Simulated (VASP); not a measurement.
# Hg (P6_3/mmc) in VASP: notebook, part 2 of 2

VASP 6.6.1. Earlier steps stand in the parts before.

### 4 Single point, PBE+D3(BJ)

This run uses another cell than the first one, of 28.36 Å³/atom.

Input file INCAR:

```
SYSTEM = Hg
PREC = Accurate
ENCUT = 520
EDIFF = 1E-7
ISMEAR = 0
SIGMA = 0.15
LREAL = .FALSE.
LASPH = .TRUE.
NELM = 100
ALGO = Fast
ISIF = 2
LWAVE = .FALSE.
LCHARG = .FALSE.
GGA = PE
IVDW = 12
NBANDS = 19
```

Input file KPOINTS:

```
regular mesh
0
G
  15 15 8
  0 0 0
```

Input file POSCAR:

```
Hg
1.0
    3.5198000000      0.0000000000      0.0000000000
   -1.7599000000      3.0482362162      0.0000000000
    0.0000000000      0.0000000000      5.2861746114
Hg
2
Direct
    0.6666666667      0.3333333333      0.7500000000
    0.3333333333      0.6666666667      0.2500000000
```

Potentials or basis: VASP PAW PBE potentials, release 64 (Hg).

Started as:

```console
$ cat potpaw_PBE.64/Hg/POTCAR > POTCAR
$ mpirun -np 1 vasp_std > vasp.out
```

OUTCAR:

```text
SYSTEM = Hg
   PREC = Accurate
   ENCUT = 520
   EDIFF = 1E-7
   ISMEAR = 0
   LREAL = .FALSE.
   LASPH = .TRUE.
   NELM = 100
   ISIF = 2
   GGA = PE
   IVDW = 12
 IVDW          = 12

 ion  position               nearest neighbor table
   1  0.667  0.333  0.750-   2 3.33   2 3.33   2 3.33   2 3.33   2 3.33   2 3.33
   2  0.333  0.667  0.250-   1 3.33   1 3.33   1 3.33   1 3.33   1 3.33   1 3.33

  LATTYP: Found a hexagonal cell.
 ALAT       =     3.5198000000
 C/A-ratio  =     1.5018394828

  Lattice vectors:

 A1 = (   3.5198000000,   0.0000000000,   0.0000000000)
 A2 = (  -1.7599000000,   3.0482362162,   0.0000000000)
 A3 = (   0.0000000000,   0.0000000000,   5.2861746114)

Analysis of symmetry for initial positions (statically):
=====================================================================
 Subroutine PRICEL returns:
 Original cell was already a primitive cell.

 Routine SETGRP: Setting up the symmetry group for a
 hexagonal supercell.

 Subroutine GETGRP returns: Found 24 space group operations
 (whereof 12 operations were pure point group operations)
 out of a pool of 24 trial point group operations.

The static configuration has the point symmetry D_3d.
 The point group associated with its full space group is D_6h.

Analysis of symmetry for dynamics (positions and initial velocities):
=====================================================================
 Subroutine PRICEL returns:
 Original cell was already a primitive cell.

 Routine SETGRP: Setting up the symmetry group for a
 hexagonal supercell.

 Subroutine GETGRP returns: Found 24 space group operations
 (whereof 12 operations were pure point group operations)
 out of a pool of 24 trial point group operations.

The dynamic configuration has the point symmetry D_3d.
 The point group associated with its full space group is D_6h.

 Subroutine INISYM returns: Found 24 space group operations
 (whereof 12 operations are pure point group operations),
 and found     1 'primitive' translations

----------------------------------------------------------------------------------------

                                     Primitive cell

  volume of cell :      56.7163

  direct lattice vectors                    reciprocal lattice vectors
     3.519800000  0.000000000  0.000000000     0.284107052  0.164029283  0.000000000
    -1.759900000  3.048236216  0.000000000     0.000000000  0.328058565  0.000000000
     0.000000000  0.000000000  5.286174611     0.000000000  0.000000000  0.189172714

  length of vectors
     3.519800000  3.519800000  5.286174611     0.328058565  0.328058565  0.189172714

  position of ions in fractional coordinates (direct lattice)
     0.666666667  0.333333333  0.750000000
     0.333333333  0.666666667  0.250000000

  ion indices of the primitive-cell ions
   primitive index   ion index
                 1           1
                 2           2

----------------------------------------------------------------------------------------

 KPOINTS: regular mesh

Automatic generation of k-mesh.
 Grid dimensions read from file:
 generate k-points for:   15   15    8

 Generating k-lattice:

  Cartesian coordinates                     Fractional coordinates (reciprocal lattice)
     0.018940470  0.010935286  0.000000000     0.066666667  0.000000000  0.000000000
     0.000000000  0.021870571  0.000000000     0.000000000  0.066666667  0.000000000
     0.000000000  0.000000000  0.023646589     0.000000000  0.000000000  0.125000000

  Length of vectors
     0.021870571  0.021870571  0.023646589

  Shift w.r.t. Gamma in fractional coordinates (k-lattice)
     0.000000000  0.000000000  0.000000000

 Subroutine IBZKPT returns following result:
 ===========================================

 Found    135 irreducible k-points:

 Following reciprocal coordinates:
            Coordinates               Weight
  0.000000  0.000000  0.000000      1.000000
  0.066667  0.000000  0.000000      6.000000
  0.133333  0.000000  0.000000      6.000000
  0.200000 -0.000000  0.000000      6.000000
  0.266667  0.000000  0.000000      6.000000
  0.333333  0.000000  0.000000      6.000000
[... 16 lines left out ...]
  0.333333  0.200000  0.000000     12.000000
  0.400000  0.200000  0.000000      6.000000
 [... further k-points ...]
   k-points           NKPTS =    135   k-points in BZ     NKDIM =    135   number of bands    NBANDS=     19
   number of dos      NEDOS =    301   number of ions     NIONS =      2
   total plane-waves  NPLWV =  31360
   dimension x,y,z NGX =    28 NGY =   28 NGZ =   40
   dimension x,y,z NGXF=    56 NGYF=   56 NGZF=   80
   ions per type =               2
   NGX,Y,Z   is equivalent  to a cutoff of  13.22, 13.22, 12.58 a.u.
   NGXF,Y,Z  is equivalent  to a cutoff of  26.45, 26.45, 25.16 a.u.
 SYSTEM =  Hg
   PREC   = accura    normal or accurate (medium, high low for compatibility)
   ISTART =      0    job   : 0-new  1-cont  2-samecut
   ICHARG =      2    charge: 1-file 2-atom 10-const
   ISPIN  =      1    spin polarized calculation?
   LNONCOLLINEAR =      F non collinear calculations
   LSORBIT =      F    spin-orbit coupling
   LASPH  =      T    aspherical Exc in radial PAW
   ENCUT  =  520.0 eV  38.22 Ry    6.18 a.u.   6.54  6.54  9.83*2*pi/ulx,y,z
   NELM   =    100;   NELMIN=  2; NELMDL= -5     # of ELM steps
   EDIFF  = 0.1E-06   stopping-criterion for ELM
   LREAL  =      F    real-space projection
   EDIFFG = 0.1E-05   stopping-criterion for IOM
   NSW    =      0    number of steps for IOM
   IBRION =     -1    ionic relax: 0-MD 1-quasi-New 2-CG
   NFREE  =      0    steps in history (QN), initial steepest desc. (CG)
   ISIF   =      2    stress and relaxation
   ISYM   =      2    0-nonsym 1-usesym 2-fastsym
   POTIM  = 0.5000    time-step for ionic-motion
   TEBEG  =    0.0;   TEEND  =   0.0 temperature during run
   PSTRESS=    0.0 pullay stress
   NELECT =      24.0000    total number of electrons
   NUPDOWN=      -1.0000    fix difference up-down
   EMIN   =  10.00;   EMAX   =-10.00  energy-range for DOS
   EFERMI =   0.00;   METHOD = LEGACY
   ISMEAR =     0;   SIGMA  =   0.15  broadening in eV -4-tet -1-fermi 0-gaus
   EFERMI_NEDOS =   21; number of points for ismear=-14 and -15
   IALGO  =     68    algorithm
   IMIX   =      4    mixing-type and parameters
     AMIX     =   0.40;   BMIX     =  1.00
     AMIX_MAG =   1.60;   BMIX_MAG =  1.00
  volume/ion in A,a.u.               =      28.36       191.37
  Fermi-wavevector in a.u.,A,eV,Ry     =   1.229068  2.322602 20.553068  1.510608
  Thomas-Fermi vector in A             =   2.363969
   LORBIT       =      0    0 simple, 1 ext, 2 COOP (PROOUT), +10 PAW based schemes
   GGA     = PE    functional components
   LHFCALC =     F    Hartree Fock is set to
   AEXX    =    0.0000 exact exchange contribution
   IVDW    =    12    specifies the selected vdW correction
   LEPSILON=     F    determine dielectric tensor
   LRPA    =     F    only Hartree local field effects (RPA)
 non-spin polarized calculation
 RMM-DIIS sequential band-by-band and
 Gauss-broadening in eV      SIGMA  =   0.15
  energy-cutoff  :      520.00
  volume of cell :       56.72
 maximum number of plane-waves:      1580
 NGX is ok and might be reduce to    28
   NGX = 13   NGY = 13   NGZ = 19

 number of electron      24.0000000 magnetization

 Free energy of the ion-electron system (eV)
  ---------------------------------------------------
  ext. energy  EPLUGINS =         0.00000000
  ---------------------------------------------------
  free energy    TOTEN  =        -0.35358278 eV

  energy without entropy =       -0.34993225  energy(sigma->0) =       -0.35175752

 E-fermi :   1.1149     XC(G=0):  -9.8533

 val. band max:        1.1145929440   @ k =   0.4667   0.0000   0.3750
 cond. band min:       1.1285724824   @ k =   0.2000   0.2000   0.0000
 fundamental gap:      0.0139795384
 Fermi energy:         1.1149271288

 k-point     1 :       0.0000    0.0000    0.0000
  band No.  band energies     occupation
      1      -6.2486      2.00000
      2      -5.6235      2.00000
      3      -4.9911      2.00000
      4      -4.9911      2.00000
      5      -4.9035      2.00000
      6      -4.9035      2.00000
[... 11 lines left out ...]
     18      13.7509      0.00000
     19      14.3537      0.00000
[... 489 lines left out ...]
      3      -5.2834      2.00000
      4      -5.0827      2.00000
      5      -4.8316      2.00000
      6      -4.7832      2.00000
[... 11 lines left out ...]
     18       9.2179      0.00000
     19      11.3647      0.00000

 [... further k-points ...]

------------------------ aborting loop because EDIFF is reached ----------------------------------------

 Edisp (eV)   -0.73944

 E8    (eV) :    -0.3363

  FORCE on cell =-STRESS in cart. coord.  units (eV):
  Direction    XX          YY          ZZ          XY          YZ          ZX
  --------------------------------------------------------------------------------------
  -------------------------------------------------------------------------------------
  Total      -0.41058    -0.41058    -0.23165     0.00000     0.00000     0.00000
  in kB     -11.59847   -11.59847    -6.54376     0.00000     0.00000     0.00000
  external pressure =       -9.91 kB  Pullay stress =        0.00 kB

 VOLUME and BASIS-vectors are now :
 -----------------------------------------------------------------------------
  energy-cutoff  :      520.00
  volume of cell :       56.72
      direct lattice vectors                 reciprocal lattice vectors
     3.519800000  0.000000000  0.000000000     0.284107052  0.164029283  0.000000000
    -1.759900000  3.048236216  0.000000000     0.000000000  0.328058565  0.000000000
     0.000000000  0.000000000  5.286174611     0.000000000  0.000000000  0.189172714

 POSITION                                       TOTAL-FORCE (eV/Angst)
 -----------------------------------------------------------------------------------
      1.75990      1.01608      3.96463        -0.000000      0.000000      0.000000
     -0.00000      2.03216      1.32154         0.000000     -0.000000      0.000000
 -----------------------------------------------------------------------------------
    total drift:                               -0.000000      0.000000     -0.000000

  FREE ENERGIE OF THE ION-ELECTRON SYSTEM (eV)
  ---------------------------------------------------
  free  energy   TOTEN  =        -1.0930265872 eV

  energy  without entropy=       -1.0893760540  energy(sigma->0) =       -1.09120132
```

stdout:

```text
POSCAR found type information on POSCAR Hg
 POSCAR found :  1 types and       2 ions
 scaLAPACK will be used
 LDA part: xc-table for (Slater+PW92), standard interpolation
 POSCAR, INCAR and KPOINTS ok, starting setup
 FFT: planning ... GRIDC
 FFT: planning ... GRID_SOFT
 FFT: planning ... GRID
 WAVECAR not read
 entering main loop
```

Wall time 2.8 min (1 thread of Intel Xeon 8259CL, shared host); peak memory 0.27 GiB.

What came out:

| Item | Value |
| --- | --- |
| Free energy | -1.0930 eV |
| Pressure | -1.0 GPa |
| Band gap on the k mesh | zero (bands 12 and 13 overlap by 0.18 eV) |
| Dispersion energy per atom | -0.370 eV |

Caveat: spin-orbit coupling is left out, which moves the levels of the heavy elements.

### 5 Overview

```csv
cell,further INCAR settings,gap on the mesh (eV),pressure (GPa)
"a = 3.352, b = 3.352, c = 5.762 Å, angles 90.0, 90.0, 120.0°, 2 atoms",ALGO = Fast; EDIFF = 1e-07; NBANDS = 19,none,-0.9
"a = 3.464, b = 3.464, c = 5.445 Å, angles 90.0, 90.0, 120.0°, 2 atoms",ALGO = Fast; EDIFF = 1e-06; NBANDS = 19,none,-1.0
"a = 3.520, b = 3.520, c = 5.286 Å, angles 90.0, 90.0, 120.0°, 2 atoms",ALGO = Fast; EDIFF = 1e-07; NBANDS = 19,none,-1.0
```

Alike in all rows: task single point; level PBE+D3(BJ); potentials or basis VASP PAW PBE potentials, release 64 (Hg); no spin polarisation; k mesh 15 × 15 × 8; cutoff (eV) 520; smearing gaussian 0.15 eV.

Caveats: spin-orbit coupling is left out, which moves the levels of the heavy elements.

Absolute energies hang on the potentials; compare differences alone.

The gap in the log of VASP goes by the Fermi energy; the results here count the filled bands.